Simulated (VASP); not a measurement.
# BaTiO3 (Cm) in VASP: single point with PBE

Aim: the single point of BaTiO3 with PBE.

Everything below comes from runs of VASP 6.6.1. Logs are shortened: lines on timing, memory, paths and dates and some standing lists are left out, and cuts for length are marked.

### 1 The cell of the first run

The structure is monoclinic, space group Cm (No. 8). The conventional cell has a = 5.684 Å, b = 5.684 Å, c = 4.019 Å, α = 90.00°, β = 90.00°, γ = 90.00°. Within 3.6 Å of Ba (site symmetry m) lie 12 O at 2.74 to 2.94 Å and 8 Ti at 3.48 Å. Within 2.5 Å of Ti (site symmetry m) lie 6 O at 1.91 to 2.11 Å. Within 2.5 Å of O (site symmetry m) lie 2 Ti at 1.91 to 2.11 Å. O (site symmetry 1) has 2 Ti at 2.01 Å and 8 O at 2.72 to 2.96 Å and 4 Ba at 2.84 Å within 3.0 Å.

### 2 Single point, PBE (atom 3 (O) moved by (-0.100, -0.100) A along [1 1 0] and z)

INCAR reads:

```
PREC = Accurate ; ENCUT = 520
EDIFF = 1E-6 ; ISMEAR = 0
SIGMA = 0.05 ; LREAL = False
LASPH = True ; NELM = 100
ALGO = Normal ; ISIF = 2
LWAVE = False ; LCHARG = False
GGA = PE ; NBANDS = 28
```

KPOINTS reads:

```
regular mesh
0
Gamma
  8 8 8
```

POSCAR reads:

```
BaTiO3
1.0
    4.0192318615      0.0000000000      0.0000000000
    0.0000000000      4.0192318615      0.0000000000
    0.0000000000      0.0000000000      4.0192813204
Ba Ti O
1 1 3
Direct
    0.0000000000      0.0000000000      0.0000000000
    0.5000000000      0.5000000000      0.5000000000
    0.4824069174      0.4824069174     -0.0248800699
    0.5000000000      0.0000000000      0.5000000000
    0.0000000000      0.5000000000      0.5000000000
```

Potentials or basis: VASP PAW PBE potentials, release 64 (Ba_sv, Ti_sv, O).

Launch:

```bash
$ cat potpaw_PBE.64/Ba_sv/POTCAR potpaw_PBE.64/Ti_sv/POTCAR potpaw_PBE.64/O/POTCAR > POTCAR
$ mpirun -np 1 vasp_std > vasp.out
```

OUTCAR:

```text
PREC = Accurate
   ENCUT = 520
   EDIFF = 1E-6
   ISMEAR = 0
   LREAL = False
   LASPH = True
   NELM = 100
   ISIF = 2
   GGA = PE

 ion  position               nearest neighbor table
   1  0.000  0.000  0.000-   3 2.74   4 2.84   5 2.84   4 2.84   5 2.84   5 2.84   5 2.84   4 2.84
                             4 2.84   3 2.85   3 2.85   3 2.94   2 3.48   2 3.48   2 3.48   2 3.48
   2  0.500  0.500  0.500-   3 1.91   4 2.01   5 2.01   4 2.01   5 2.01   3 2.11   1 3.48   1 3.48
                             1 3.48   1 3.48   1 3.48   1 3.48   1 3.48   1 3.48
   3  0.482  0.482  0.975-   2 1.91   2 2.11   1 2.74   1 2.85   1 2.85   1 2.94
   4  0.500  0.000  0.500-   2 2.01   2 2.01   1 2.84   1 2.84   1 2.84   1 2.84
   5  0.000  0.500  0.500-   2 2.01   2 2.01   1 2.84   1 2.84   1 2.84   1 2.84

  LATTYP: Found a simple tetragonal cell.
 ALAT       =     4.0192318615
 C/A-ratio  =     1.0000123056

  Lattice vectors:

 A1 = (   4.0192318615,   0.0000000000,   0.0000000000)
 A2 = (   0.0000000000,   4.0192318615,   0.0000000000)
 A3 = (   0.0000000000,   0.0000000000,   4.0192813204)

Analysis of symmetry for initial positions (statically):
=====================================================================
 Subroutine PRICEL returns:
 Original cell was already a primitive cell.

 Routine SETGRP: Setting up the symmetry group for a
 simple tetragonal supercell.

 Subroutine GETGRP returns: Found  2 space group operations
 (whereof  2 operations were pure point group operations)
 out of a pool of 16 trial point group operations.

The static configuration has the point symmetry C_1h.

Analysis of symmetry for dynamics (positions and initial velocities):
=====================================================================
 Subroutine PRICEL returns:
 Original cell was already a primitive cell.

 Routine SETGRP: Setting up the symmetry group for a
 simple tetragonal supercell.

 Subroutine GETGRP returns: Found  2 space group operations
 (whereof  2 operations were pure point group operations)
 out of a pool of 16 trial point group operations.

The dynamic configuration has the point symmetry C_1h.

 Subroutine INISYM returns: Found  2 space group operations
 (whereof  2 operations are pure point group operations),
 and found     1 'primitive' translations

----------------------------------------------------------------------------------------

                                     Primitive cell

  volume of cell :      64.9284
[... 97 lines left out ...]
   EDIFFG = 0.1E-04   stopping-criterion for IOM
   NSW    =      0    number of steps for IOM
   IBRION =     -1    ionic relax: 0-MD 1-quasi-New 2-CG
   NFREE  =      0    steps in history (QN), initial steepest desc. (CG)
   ISIF   =      2    stress and relaxation
   ISYM   =      2    0-nonsym 1-usesym 2-fastsym
   POTIM  = 0.5000    time-step for ionic-motion
   TEBEG  =    0.0;   TEEND  =   0.0 temperature during run
   PSTRESS=    0.0 pullay stress
   NELECT =      40.0000    total number of electrons
   NUPDOWN=      -1.0000    fix difference up-down
   EMIN   =  10.00;   EMAX   =-10.00  energy-range for DOS
   EFERMI =   0.00;   METHOD = LEGACY
   ISMEAR =     0;   SIGMA  =   0.05  broadening in eV -4-tet -1-fermi 0-gaus
   EFERMI_NEDOS =   21; number of points for ismear=-14 and -15
   IALGO  =     38    algorithm
   IMIX   =      4    mixing-type and parameters
     AMIX     =   0.40;   BMIX     =  1.00
     AMIX_MAG =   1.60;   BMIX_MAG =  1.00
  volume/ion in A,a.u.               =      12.99        87.63
  Fermi-wavevector in a.u.,A,eV,Ry     =   1.392996  2.632381 26.401274  1.940439
  Thomas-Fermi vector in A             =   2.516685
   LORBIT       =      0    0 simple, 1 ext, 2 COOP (PROOUT), +10 PAW based schemes
   GGA     = PE    functional components
   LHFCALC =     F    Hartree Fock is set to
   AEXX    =    0.0000 exact exchange contribution
   IVDW    =     0    specifies the selected vdW correction
   LEPSILON=     F    determine dielectric tensor
   LRPA    =     F    only Hartree local field effects (RPA)
 non-spin polarized calculation
 Gauss-broadening in eV      SIGMA  =   0.05
  energy-cutoff  :      520.00
  volume of cell :       64.93
 maximum number of plane-waves:      1775
 NGX is ok and might be reduce to    30
   NGX = 15   NGY = 15   NGZ = 15

 number of electron      39.9999979 magnetization

 Free energy of the ion-electron system (eV)
  ---------------------------------------------------
  ext. energy  EPLUGINS =         0.00000000
  ---------------------------------------------------
  free energy    TOTEN  =       -39.92984566 eV

  energy without entropy =      -39.92984566  energy(sigma->0) =      -39.92984566

 E-fermi :   3.9923     XC(G=0): -11.1899

 val. band max:        3.7608964735   @ k =   0.5000   0.5000   0.5000
 cond. band min:       5.5008407687   @ k =   0.0000   0.0000   0.0000
 fundamental gap:      1.7399442952
 Fermi energy:         3.9923272173

 k-point     1 :       0.0000    0.0000    0.0000
  band No.  band energies     occupation
      1     -52.9024      2.00000
      2     -29.1323      2.00000
      3     -29.1062      2.00000
      4     -29.1056      2.00000
      5     -21.1107      2.00000
      6     -13.1260      2.00000
[... 733 lines left out ...]
     27       9.3850      0.00000
     28      11.5566      0.00000

 [... further k-points ...]

------------------------ aborting loop because EDIFF is reached ----------------------------------------

  FORCE on cell =-STRESS in cart. coord.  units (eV):
  Direction    XX          YY          ZZ          XY          YZ          ZX
  --------------------------------------------------------------------------------------
  -------------------------------------------------------------------------------------
  Total        0.8773823      0.8773823      1.2367306      0.0297021      0.0852427      0.0852426
  in kB       21.6503498     21.6503498     30.5176556      0.7329312      2.1034551      2.1034530
  external PRESSURE =      24.6061184 kB  Pullay stress =       0.0000000 kB

 VOLUME and BASIS-vectors are now :
 -----------------------------------------------------------------------------
  energy-cutoff  :      520.00
  volume of cell :       64.93
      direct lattice vectors                 reciprocal lattice vectors
     4.019231861  0.000000000  0.000000000     0.248803760  0.000000000  0.000000000
     0.000000000  4.019231861  0.000000000     0.000000000  0.248803760  0.000000000
     0.000000000  0.000000000  4.019281320     0.000000000  0.000000000  0.248800699

 POSITION                                       TOTAL-FORCE (eV/Angst)
 -----------------------------------------------------------------------------------
      0.00000      0.00000      0.00000        -0.066378     -0.066378     -0.116745
      2.00962      2.00962      2.00964        -0.042866     -0.042866      0.483011
      1.93891      1.93891      3.91928         0.388707      0.388707      0.529690
      2.00962      0.00000      2.00964         0.042683     -0.322145     -0.447979
      0.00000      2.00962      2.00964        -0.322145      0.042683     -0.447979
 -----------------------------------------------------------------------------------
    total drift:                               -0.000132     -0.000132      0.000095

  FREE ENERGIE OF THE ION-ELECTRON SYSTEM (eV)
  ---------------------------------------------------
  free  energy   TOTEN  =       -39.9298456624 eV

  energy  without entropy=      -39.9298456624  energy(sigma->0) =      -39.92984566
```

OSZICAR:

```text
N       E                     dE             d eps       ncg     rms          rms(c)
DAV:   1     0.435110255693E+03    0.43511E+03   -0.20960E+04  8400   0.154E+03
DAV:   2    -0.432354401493E+01   -0.43943E+03   -0.41870E+03  9608   0.428E+02
DAV:   3    -0.487604053610E+02   -0.44437E+02   -0.44048E+02 11640   0.133E+02
DAV:   4    -0.508913892764E+02   -0.21310E+01   -0.21262E+01 12700   0.251E+01
DAV:   5    -0.509585720405E+02   -0.67183E-01   -0.67172E-01 11416   0.338E+00    0.228E+01
DAV:   6    -0.401403457355E+02    0.10818E+02   -0.58183E+01 12320   0.662E+01    0.988E+00
DAV:   7    -0.401048141608E+02    0.35532E-01   -0.10460E+01 11324   0.233E+01    0.663E+00
DAV:   8    -0.399265725745E+02    0.17824E+00   -0.62929E-01 10324   0.696E+00    0.351E+00
DAV:   9    -0.399612101530E+02   -0.34638E-01   -0.37979E-01 12152   0.529E+00    0.165E+00
DAV:  10    -0.399340597615E+02    0.27150E-01   -0.17248E-01  9940   0.423E+00    0.563E-01
DAV:  11    -0.399298710380E+02    0.41887E-02   -0.17749E-02 10320   0.822E-01    0.153E-01
DAV:  12    -0.399298926403E+02   -0.21602E-04   -0.12032E-03  9992   0.292E-01    0.561E-02
DAV:  13    -0.399298440224E+02    0.48618E-04   -0.33564E-04 10344   0.188E-01    0.242E-02
DAV:  14    -0.399298475326E+02   -0.35101E-05   -0.55472E-05 12060   0.546E-02    0.146E-02
DAV:  15    -0.399298466242E+02    0.90832E-06   -0.21401E-05 10548   0.456E-02    0.991E-03
DAV:  16    -0.399298456227E+02    0.10015E-05   -0.25301E-06  6972   0.165E-02    0.631E-04
DAV:  17    -0.399298456624E+02   -0.39644E-07   -0.23889E-07  5608   0.394E-03
   1 F= -.39929846E+02 E0= -.39929846E+02  d E =-.319075E-13
```

stdout:

```text
POSCAR found type information on POSCAR BaTiO
 POSCAR found :  3 types and       5 ions
 scaLAPACK will be used
 LDA part: xc-table for (Slater+PW92), standard interpolation
 POSCAR, INCAR and KPOINTS ok, starting setup
 FFT: planning ... GRIDC
 FFT: planning ... GRID_SOFT
 FFT: planning ... GRID
 WAVECAR not read
 entering main loop
```

It took 4.1 min on 1 thread of Intel Xeon Platinum 8488C (Sapphire Rapids), shared host; peak memory 0.37 GiB.

What came out:

```
Free energy            : -39.9298 eV
Pressure               : 2.5 GPa
Largest force          : 0.763 eV/Å
Band gap on the k mesh : 1.74 eV (least direct gap 1.95 eV)
```

Forces in eV/Å, atoms in the order of the input:
```
Ba  -0.066 -0.066 -0.117
Ti  -0.043 -0.043  0.483
O    0.389  0.389  0.530
O    0.043 -0.322 -0.448
O   -0.322  0.043 -0.448
```

Caveat: the cell differs from its parent crystal (atom 3 (O) moved by (-0.100, -0.100) A along [1 1 0] and z); spin-orbit coupling is left out, which moves the levels of the heavy elements. A k mesh can miss the band edges.
